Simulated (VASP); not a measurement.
Write the native input for VASP 6.6.1 that does the following.

```
Task                   : single point
Functional             : PBE
Potentials or basis    : VASP PAW PBE potentials, release 64 (Cd, Se)
Cutoff                 : 500 eV
k mesh                 : 5 × 5 × 5
Occupations            : gaussian, width 0.01 eV
Spin                   : no spin polarisation
Dipole correction      : no
Further INCAR settings : ALGO = Normal; EDIFF = 1e-06; NBANDS = 16
```

The structure of CdSe lies in POSCAR:

```
CdSe
1.0
    0.0000000000      3.0702710000      3.0702710000
    3.0702710000      0.0000000000      3.0702710000
    3.0702710000      3.0702710000      0.0000000000
Cd Se
1 1
Direct
    0.0000000000      0.0000000000      0.0000000000
    0.7500000000      0.7500000000      0.7500000000
```

One way to write it, as run:

INCAR

```
  PREC = Accurate
  ENCUT = 500
  EDIFF = 1E-6
  ISMEAR = 0
  SIGMA = 0.01
  LREAL = F
  LASPH = T
  NELM = 120
  ALGO = Normal
  ISIF = 2
  LWAVE = F
  LCHARG = F
  GGA = PE
  NBANDS = 16
  GGA_COMPAT = F
```

KPOINTS

```
regular mesh
0
Gamma
  5 5 5
```

Potentials or basis: VASP PAW PBE potentials, release 64 (Cd, Se).

The run is started by

```sh
$ cat potpaw_PBE.64/Cd/POTCAR potpaw_PBE.64/Se/POTCAR > POTCAR
$ mpirun -np 1 vasp_std > vasp.out
```

It gave:

```yaml
Pressure: 1.6 GPa
Band_gap_on_the_k_mesh: 0.54 eV, direct
```

Run time: 12 s on 1 thread of Intel Xeon 8259CL, with other jobs on the host, peak memory 0.17 GiB.
